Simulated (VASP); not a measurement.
# H14CO8 in VASP: further runs, part 2 of 2

VASP 6.6.1.

**3. Single point, PBE+D3(BJ)**

INCAR reads:

```
PREC     = Accurate       # precision mode
ENCUT    = 520            # plane-wave cutoff, eV
EDIFF    = 1E-6           # SCF threshold, eV
ISMEAR   = -1             # smearing method
SIGMA    = 0.02           # smearing width, eV
LREAL    = Auto         
LASPH    = True           # aspherical terms in the spheres
NELM     = 100            # most SCF steps
ALGO     = Normal         # electronic algorithm
ISIF     = 2              # what is computed and relaxed
LWAVE    = False          # write WAVECAR
LCHARG   = False          # write CHGCAR
GGA      = PE             # functional
IVDW     = 12             # dispersion correction
NBANDS   = 50             # bands
```

KPOINTS reads:

```
regular mesh
0
Gamma
  1 1 1
```

POSCAR reads:

```
H14CO8
1.0
    6.0248970000      0.0000000000      0.0000000000
    0.0000000000      6.0248970000      0.0000000000
    0.0000000000      0.0000000000      6.0248970000
O H C
8 14 1
Direct
    0.4444059376      0.4380987758      0.5105149515
    0.4251524964      0.1765839316      0.8357985207
    0.9394517450      0.4498832096      0.5704827817
    0.8286116759      0.9382069104      0.7690089972
    0.2010324824      0.8289436317      0.4801077927
    0.0903915868      0.0902588044      0.1204501919
    0.4416175081      0.6686753317      0.0460256831
    0.7522950185      0.6817046001      0.2692826118
    0.5935703133      0.4195922354      0.5345153618
    0.3794919648      0.5804912516      0.5257351287
    0.4018657912      0.3314247530      0.8231675994
    0.5808564030      0.1352720221      0.7874325486
    1.0257602744      0.5949479302      0.6037945545
    1.0475531781      0.3900979552      0.4567878920
    0.8700563678      1.0985581994      0.7797145744
    0.8929945192      0.9118828090      0.6225168663
    0.2276221486      0.9308374898      0.6074460692
    0.1790072096      0.9156837038      0.3486532633
    0.0246311265     -0.0312536463      0.0311042662
    0.2140285552      0.1619778728      0.0186891162
    0.4171523596      0.8248605744      0.0837690669
    0.6055705185      0.4010690971      0.1397534265
    0.6179690707      0.5801426979      0.1654302140
```

Potentials or basis: VASP PAW PBE potentials, release 64 (O, H, C).

Launch:

```console
$ cat potpaw_PBE.64/O/POTCAR potpaw_PBE.64/H/POTCAR potpaw_PBE.64/C/POTCAR > POTCAR
$ mpirun -np 1 vasp_gam > vasp.out
```

Wall time 17 s (1 thread of Intel Xeon Platinum 8488C (Sapphire Rapids), shared host); peak memory 0.31 GiB.

Results (log left out):

```yaml
Free_energy: -116.7267 eV
Pressure: 1.2 GPa
Largest_force: 3.816 eV/Å
Band_gap_on_the_k_mesh: 4.17 eV
Dispersion_energy_per_atom: -0.040 eV
```

Forces in eV/Å, atoms in the order of the input:
```
O   -3.217 -1.802 -0.983
O    0.917 -2.333  0.650
O    2.621  0.492  0.135
O    0.202  1.585 -0.069
O    0.326 -0.536  2.594
O    1.389  0.484 -0.939
O    0.241 -0.418  0.321
O    0.780  1.247  0.063
H    3.069  0.662  0.530
H    0.274  1.749  0.015
H    0.186  1.441 -0.858
H   -1.574  0.172  0.455
H   -1.453 -1.716 -0.504
H   -1.298  0.212  0.893
H    0.019 -0.529  0.278
H   -0.193 -0.655 -0.461
H    0.330 -0.186 -0.914
H   -0.371  1.190 -1.277
H    0.078  0.517  0.169
H   -1.435 -1.488  1.333
H    0.316  0.249 -0.036
H    0.438 -0.523 -0.035
C   -1.644  0.183 -1.359
```

Stress tensor (GPa, compression positive):
```
 0.74 -0.70  1.48
-0.70  0.94 -2.03
 1.48 -2.03  1.86
```

Levels at points of the mesh, in eV from the valence-band top:
```csv
k point,band 30,band 31,band 32,band 33,band 34,band 35,band 36,band 37
"(0.00, 0.00, 0.00)",-1.26,-1.05,-0.57,0.00,4.17,5.10,7.20,7.60
```

Caveat: the k points lie up to 1.04 Å⁻¹ apart.

**4. Single point, PBE+D3(BJ)**

INCAR reads:

```
PREC = Accurate
ENCUT = 520
EDIFF = 1E-7
ISMEAR = -1
SIGMA = 0.02
LREAL = Auto
LASPH = True
NELM = 60
ALGO = Normal
ISIF = 2
LWAVE = False
LCHARG = False
GGA = PE
IVDW = 12
NBANDS = 50
```

KPOINTS reads:

```
Automatic mesh
0
Gamma
  1 1 1
```

POSCAR reads:

```
H14CO8
1.0
    6.0248970000      0.0000000000      0.0000000000
    0.0000000000      6.0248970000      0.0000000000
    0.0000000000      0.0000000000      6.0248970000
O H C
8 14 1
Direct
    0.4253516699      0.4123224015      0.5784331251
    0.5272953214      0.2517221456      0.9710373472
    0.9572611781      0.3304122875      0.5565240368
    0.8637160104      0.9780748119      0.7807436376
    0.2230909508      0.8403297185      0.5054692221
    0.1472722272      0.0560839463      0.1269233316
    0.5100004199      0.7345353788      0.0062739662
    0.8071507281      0.6659532935      0.2556890184
    0.5711798891      0.3953926515      0.5205234214
    0.3207855670      0.5310132273      0.5308804449
    0.4814024207      0.3354580170      0.8310847472
    0.6552145207      0.1985760089      0.9072852200
    0.9131940347      0.4896681221      0.5122411221
    0.9551034648      0.2670253118      0.4074260523
    0.9021399038      1.1286997935      0.7005762920
    0.8899239273      0.8660562994      0.6646420677
    0.2586766214      0.9632031884      0.6223840839
    0.1948249074      0.9199493369      0.3721225442
    0.0352039213     -0.0125147368      0.0159172846
    0.2983287515      0.0848645213      0.0588391802
    0.5730388420      0.8709194531     -0.0248303000
    0.5696196964      0.4512276309      0.1748079677
    0.6267659016      0.6266829126      0.1506415794
```

Launch:

```console
$ cat potpaw_PBE.64/O/POTCAR potpaw_PBE.64/H/POTCAR potpaw_PBE.64/C/POTCAR > POTCAR
$ mpirun -np 1 vasp_gam > vasp.out
```

Wall time 19 s (1 thread of Intel Xeon Platinum 8488C (Sapphire Rapids), shared host); peak memory 0.33 GiB.

The run converged. Its results:

```yaml
Free_energy: -116.6851 eV
Pressure: 0.8 GPa
Largest_force: 4.910 eV/Å
Band_gap_on_the_k_mesh: 4.29 eV
Dispersion_energy_per_atom: -0.041 eV
```

Forces in eV/Å, atoms in the order of the input:
```
O   -1.216 -0.547  1.305
O   -2.700  0.349 -0.298
O   -0.893  1.952 -1.048
O    0.029  0.986 -0.615
O    0.873  0.483  3.830
O   -0.429 -0.308 -0.623
O   -1.209 -1.912  0.439
O   -2.037  1.158 -1.527
H    0.285  0.841 -0.944
H    1.393  0.008 -0.148
H   -1.002  0.074  0.391
H    3.285 -1.907 -0.756
H    0.467 -1.410  0.478
H    0.478 -0.440 -0.278
H   -0.312 -1.326  0.698
H    0.117  0.288  0.244
H   -0.420 -2.000 -1.873
H   -0.427  0.993 -2.111
H    1.565  0.744  0.756
H   -1.405  0.096  0.120
H    1.510  3.339 -1.010
H   -0.584  1.104 -0.288
C    2.632 -2.564  3.257
```

Stress tensor (GPa, compression positive):
```
 0.32  0.11 -2.95
 0.11  1.93 -0.77
-2.95 -0.77  0.10
```

Levels at points of the mesh, in eV from the valence-band top:
| k point | band 30 | band 31 | band 32 | band 33 | band 34 | band 35 | band 36 | band 37 |
| --- | --- | --- | --- | --- | --- | --- | --- | --- |
| (0.00, 0.00, 0.00) | -1.06 | -0.69 | -0.49 | 0.00 | 4.29 | 4.71 | 7.25 | 7.48 |

Caveat: the k points lie up to 1.04 Å⁻¹ apart.

**5. Single point, PBE+D3(BJ)**

INCAR reads:

```
  PREC = Accurate
  ENCUT = 520
  EDIFF = 1E-6
  ISMEAR = -1
  SIGMA = 0.02
  LREAL = Auto
  LASPH = T
  NELM = 80
  ALGO = Normal
  ISIF = 2
  LWAVE = F
  LCHARG = F
  GGA = PE
  IVDW = 12
  NBANDS = 50
```

KPOINTS reads:

```
regular mesh
0
Gamma
  1 1 1
```

POSCAR reads:

```
H14CO8
1.0
    6.0248970000      0.0000000000      0.0000000000
    0.0000000000      6.0248970000      0.0000000000
    0.0000000000      0.0000000000      6.0248970000
O H C
8 14 1
Direct
    0.3655498177      0.3964715081      0.6463844942
    0.5077431199      0.2029412287      1.0275196406
    0.8969115987      0.3215158699      0.4754438126
    0.8819237906      1.0163161296      0.7806274531
    0.2008997000      0.7373570038      0.4619498059
    0.1369815949      0.0570300206      0.1849824155
    0.6459197560      0.7302697457     -0.0777938610
    0.8193501067      0.7226347604      0.2760379140
    0.4183308030      0.2855982434      0.5377187361
    0.3200220684      0.5435279640      0.6035455876
    0.4151938199      0.3056981721      0.9275677244
    0.6511148655      0.2019785566      0.9356674479
    0.8120304795      0.3908448559      0.3588443089
    1.0106230862      0.4400075221      0.5024318258
    0.8615582972      1.1389738281      0.6463181030
    1.0383248046      0.9812615884      0.7644777994
    0.2972332971      0.8680812303      0.4684561412
    0.0842670007      0.7534734619      0.3524707559
    0.0002157713      0.1042009515      0.0983585280
    0.2691664272      0.0728311206      0.1065080449
    0.7521954317      0.8368939751     -0.1620608618
    0.4704810721      0.7187176810      0.1933808993
    0.6528244383      0.7269667847      0.1552059728
```

Launch:

```console
$ cat potpaw_PBE.64/O/POTCAR potpaw_PBE.64/H/POTCAR potpaw_PBE.64/C/POTCAR > POTCAR
$ mpirun -np 1 vasp_gam > vasp.out
```

It took 18 s on 1 thread of Intel Xeon Platinum 8488C (Sapphire Rapids), shared host; peak memory 0.31 GiB.

Results (log left out):

```yaml
Free_energy: -116.4372 eV
Pressure: -0.3 GPa
Largest_force: 3.894 eV/Å
Band_gap_on_the_k_mesh: 4.29 eV
Dispersion_energy_per_atom: -0.040 eV
```

Forces on the atoms (eV/Å):
```
O    0.636 -2.573  1.624
O    1.128  1.291 -1.770
O    0.830  0.841  0.549
O   -0.025  2.409 -1.963
O    1.305 -0.111  1.530
O   -3.788  0.024  0.902
O   -0.302 -0.460  2.621
O   -1.913 -0.008 -0.908
H   -0.536  1.527  0.054
H   -0.114  0.571 -1.440
H    0.860 -0.706  0.513
H   -1.560 -0.244  1.162
H   -0.643 -0.046 -0.276
H   -0.553 -1.161  0.254
H    0.322 -1.091  1.134
H    0.226 -0.359  0.023
H   -0.830 -0.264 -0.505
H   -0.317  0.852 -0.560
H    1.995 -0.504  0.688
H    2.049  0.556 -1.764
H    0.415 -0.250  0.485
H    0.701 -0.182  1.015
C    0.112 -0.114 -3.369
```

Stress tensor (GPa, compression positive):
```
 0.18  0.52 -2.48
 0.52  1.20 -1.26
-2.48 -1.26 -2.18
```

Levels at points of the mesh, in eV from the valence-band top:
| k point | band 30 | band 31 | band 32 | band 33 | band 34 | band 35 | band 36 | band 37 |
| --- | --- | --- | --- | --- | --- | --- | --- | --- |
| (0.00, 0.00, 0.00) | -0.62 | -0.59 | -0.44 | 0.00 | 4.29 | 4.52 | 6.98 | 7.59 |

Caveat: the k points lie up to 1.04 Å⁻¹ apart.
